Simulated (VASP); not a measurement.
# Zr (P-1) in VASP: single point with PBE

Aim: the single point of Zr with PBE.

Everything below comes from runs of VASP 6.6.1. Logs are shortened: lines on timing, memory, paths and dates and some standing lists are left out, and cuts for length are marked.

**1. The cell of the first run**

The typed cell holds 2 atoms: a = 3.233 Å, b = 3.274 Å, c = 5.148 Å, α = 90.62°, β = 91.71°, γ = 121.27°.

**2. Single point, PBE (equal xy, yz and zx shear strains of -3 %)**

INCAR reads:

```
PREC = Accurate
ENCUT = 520
EDIFF = 1E-6
ISMEAR = -1
SIGMA = 0.08
LREAL = F
LASPH = T
NELM = 100
ALGO = Normal
ISIF = 2
LWAVE = F
LCHARG = T
GGA = PE
LELF = T
LVHAR = T
NBANDS = 19
```

KPOINTS reads:

```
regular mesh
0
Gamma
  13 13 7
```

POSCAR reads:

```
Zr
1.0
    3.2319982225     -0.0484799733     -0.0484799733
   -1.6579839997      2.8232325523     -0.0177449018
   -0.0772050000     -0.0772050000      5.1470000000
Zr
2
Direct
    0.3333333333      0.6666666667      0.2500000000
    0.6666666667      0.3333333333      0.7500000000
```

Potentials or basis: VASP PAW PBE potentials, release 64 (Zr_sv).

Launch:

```bash
$ cat potpaw_PBE.64/Zr_sv/POTCAR > POTCAR
$ mpirun -np 1 vasp_std > vasp.out
```

OUTCAR:

```text
PREC = Accurate
   ENCUT = 520
   EDIFF = 1E-6
   ISMEAR = -1
   LREAL = F
   LASPH = T
   NELM = 100
   ISIF = 2
   GGA = PE

 ion  position               nearest neighbor table
   1  0.333  0.667  0.250-   2 3.10   2 3.13   2 3.18   2 3.21   2 3.22   2 3.23
   2  0.667  0.333  0.750-   1 3.10   1 3.13   1 3.18   1 3.21   1 3.22   1 3.23

  LATTYP: Found a triclinic cell.
 ALAT       =     3.2741209307
 B/A-ratio  =     2.3573402324
 C/A-ratio  =     0.9873567314
 COS(alpha) =     0.0017393994
 COS(beta)  =     0.5191268021
 COS(gamma) =     0.6381551495

  Lattice vectors:

 A1 = (  -1.6579839997,   2.8232325523,  -0.0177449018)
 A2 = (  -0.0067647769,   5.6751901313,  -5.2309697769)
 A3 = (  -3.2319982225,   0.0484799733,   0.0484799733)

Analysis of symmetry for initial positions (statically):
=====================================================================
 Subroutine PRICEL returns:
 Original cell was already a primitive cell.

 Routine SETGRP: Setting up the symmetry group for a
 triclinic supercell.

 Subroutine GETGRP returns: Found  2 space group operations
 (whereof  2 operations were pure point group operations)
 out of a pool of  2 trial point group operations.

The static configuration has the point symmetry S_2 .

Analysis of symmetry for dynamics (positions and initial velocities):
=====================================================================
 Subroutine PRICEL returns:
 Original cell was already a primitive cell.

 Routine SETGRP: Setting up the symmetry group for a
 triclinic supercell.

 Subroutine GETGRP returns: Found  2 space group operations
 (whereof  2 operations were pure point group operations)
 out of a pool of  2 trial point group operations.

The dynamic configuration has the point symmetry S_2 .

 Subroutine INISYM returns: Found  2 space group operations
 (whereof  2 operations are pure point group operations),
 and found     1 'primitive' translations

----------------------------------------------------------------------------------------

                                     Primitive cell

  volume of cell :      46.5298

  direct lattice vectors                    reciprocal lattice vectors
[... 70 lines left out ...]
   number of dos      NEDOS =    301   number of ions     NIONS =      2
   total plane-waves  NPLWV =  23040
   dimension x,y,z NGX =    24 NGY =   24 NGZ =   40
   dimension x,y,z NGXF=    48 NGYF=   48 NGZF=   80
   ions per type =               2
   NGX,Y,Z   is equivalent  to a cutoff of  12.34, 12.19, 12.92 a.u.
   NGXF,Y,Z  is equivalent  to a cutoff of  24.68, 24.37, 25.83 a.u.
 SYSTEM =  unknown system
   PREC   = accura    normal or accurate (medium, high low for compatibility)
   ISTART =      0    job   : 0-new  1-cont  2-samecut
   ICHARG =      2    charge: 1-file 2-atom 10-const
   ISPIN  =      1    spin polarized calculation?
   LNONCOLLINEAR =      F non collinear calculations
   LSORBIT =      F    spin-orbit coupling
   LASPH  =      T    aspherical Exc in radial PAW
   ENCUT  =  520.0 eV  38.22 Ry    6.18 a.u.   6.01  6.09  9.57*2*pi/ulx,y,z
   NELM   =    100;   NELMIN=  2; NELMDL= -5     # of ELM steps
   EDIFF  = 0.1E-05   stopping-criterion for ELM
   LREAL  =      F    real-space projection
   EDIFFG = 0.1E-04   stopping-criterion for IOM
   NSW    =      0    number of steps for IOM
   IBRION =     -1    ionic relax: 0-MD 1-quasi-New 2-CG
   NFREE  =      0    steps in history (QN), initial steepest desc. (CG)
   ISIF   =      2    stress and relaxation
   ISYM   =      2    0-nonsym 1-usesym 2-fastsym
   POTIM  = 0.5000    time-step for ionic-motion
   TEBEG  =    0.0;   TEEND  =   0.0 temperature during run
   PSTRESS=    0.0 pullay stress
   NELECT =      24.0000    total number of electrons
   NUPDOWN=      -1.0000    fix difference up-down
   EMIN   =  10.00;   EMAX   =-10.00  energy-range for DOS
   EFERMI =   0.00;   METHOD = LEGACY
   ISMEAR =    -1;   SIGMA  =   0.08  broadening in eV -4-tet -1-fermi 0-gaus
   EFERMI_NEDOS =   21; number of points for ismear=-14 and -15
   IALGO  =     38    algorithm
   IMIX   =      4    mixing-type and parameters
     AMIX     =   0.40;   BMIX     =  1.00
     AMIX_MAG =   1.60;   BMIX_MAG =  1.00
  volume/ion in A,a.u.               =      23.26       157.00
  Fermi-wavevector in a.u.,A,eV,Ry     =   1.312910  2.481040 23.452807  1.723733
  Thomas-Fermi vector in A             =   2.443270
   LORBIT       =      0    0 simple, 1 ext, 2 COOP (PROOUT), +10 PAW based schemes
   GGA     = PE    functional components
[... 5 lines left out ...]
 non-spin polarized calculation
  energy-cutoff  :      520.00
  volume of cell :       46.53
 maximum number of plane-waves:      1270
   NGX = 13   NGY = 13   NGZ = 19

 number of electron      24.0000000 magnetization

 Free energy of the ion-electron system (eV)
  ---------------------------------------------------
  ext. energy  EPLUGINS =         0.00000000
  ---------------------------------------------------
  free energy    TOTEN  =       -17.04767837 eV

  energy without entropy =      -17.00279712  energy(sigma->0) =      -17.02523775

 E-fermi :   8.9765     XC(G=0): -11.0841

 val. band max:        8.9764111750   @ k =  -0.3077  -0.3077   0.4286
 cond. band min:       8.9771920349   @ k =  -0.0769  -0.0769   0.1429
 fundamental gap:      0.0007808599
 Fermi energy:         8.9765385374

 k-point     1 :       0.0000    0.0000    0.0000
  band No.  band energies     occupation
      1     -39.8327      2.00000
      2     -39.6760      2.00000
      3     -18.3606      2.00000
      4     -17.5050      2.00000
      5     -17.4661      2.00000
      6     -17.3641      2.00000
[... 505 lines left out ...]
      6     -17.6550      2.00000
[... 11 lines left out ...]
     18      13.4687      0.00000
     19      13.9432      0.00000

 [... further k-points ...]
[... 5 lines left out ...]
  --------------------------------------------------------------------------------------
  -------------------------------------------------------------------------------------
  Total        0.0907920      0.1056940      0.2737285      0.4278058      0.2414537      0.2453291
  in kB        3.1262749      3.6394019      9.4253983     14.7308025      8.3140695      8.4475111
  external PRESSURE =       5.3970250 kB  Pullay stress =       0.0000000 kB

 VOLUME and BASIS-vectors are now :
 -----------------------------------------------------------------------------
  energy-cutoff  :      520.00
  volume of cell :       46.53
      direct lattice vectors                 reciprocal lattice vectors
     3.231998223 -0.048479973 -0.048479973     0.312269112  0.183431271  0.007435506
    -1.657984000  2.823232552 -0.017744902     0.005443168  0.357434698  0.005443168
    -0.077205000 -0.077205000  5.147000000     0.002960052  0.002960052  0.194376736

 POSITION                                       TOTAL-FORCE (eV/Angst)
 -----------------------------------------------------------------------------------
     -0.04729      1.84669      1.25876         0.065826      0.003590      0.014117
      1.54410      0.85085      3.82202        -0.065826     -0.003590     -0.014117
 -----------------------------------------------------------------------------------
    total drift:                               -0.000000      0.000000     -0.000000

  FREE ENERGIE OF THE ION-ELECTRON SYSTEM (eV)
  ---------------------------------------------------
  free  energy   TOTEN  =       -17.0476783743 eV

  energy  without entropy=      -17.0027971169  energy(sigma->0) =      -17.02523775
```

OSZICAR:

```text
N       E                     dE             d eps       ncg     rms          rms(c)
DAV:   1     0.215579510019E+03    0.21558E+03   -0.13248E+04 22512   0.125E+03
DAV:   2    -0.184714873620E+01   -0.21743E+03   -0.21332E+03 26349   0.367E+02
DAV:   3    -0.173320122774E+02   -0.15485E+02   -0.15350E+02 40578   0.712E+01
DAV:   4    -0.177392746082E+02   -0.40726E+00   -0.40663E+00 26739   0.117E+01
DAV:   5    -0.177516734005E+02   -0.12399E-01   -0.12396E-01 33140   0.143E+00    0.143E+01
DAV:   6    -0.171565345540E+02    0.59514E+00   -0.93076E-01 24556   0.729E+00    0.565E+00
DAV:   7    -0.170414557857E+02    0.11508E+00   -0.59262E-01 31628   0.509E+00    0.112E+00
DAV:   8    -0.170475942290E+02   -0.61384E-02   -0.39292E-02 29682   0.148E+00    0.244E-01
DAV:   9    -0.170477189178E+02   -0.12469E-03   -0.14774E-03 29289   0.336E-01    0.317E-02
DAV:  10    -0.170476782884E+02    0.40629E-04   -0.37967E-05 29534   0.372E-02    0.222E-02
DAV:  11    -0.170476783743E+02   -0.85912E-07   -0.85765E-06 25189   0.318E-02
   1 F= -.17047678E+02 E0= -.17025238E+02  d E =-.448813E-01
```

Run time: 2 min. Hardware: 1 thread of Intel Xeon 6975P-C (Granite Rapids), shared host; peak memory 0.49 GiB.

Results:

```yaml
Free_energy: -17.0477 eV
Pressure: 0.5 GPa
Largest_force: 0.067 eV/Å
Band_gap_on_the_k_mesh: zero (band 12 reaches 9.98 eV, above the bottom of band 13 at 8.71 eV)
```

Forces on the atoms (eV/Å):
```
Zr   0.066  0.004  0.014
Zr  -0.066 -0.004 -0.014
```

Stress tensor (GPa, compression positive):
```
0.31 1.47 0.84
1.47 0.36 0.83
0.84 0.83 0.94
```

Caveat: the cell differs from its parent crystal (equal xy, yz and zx shear strains of -3 %).
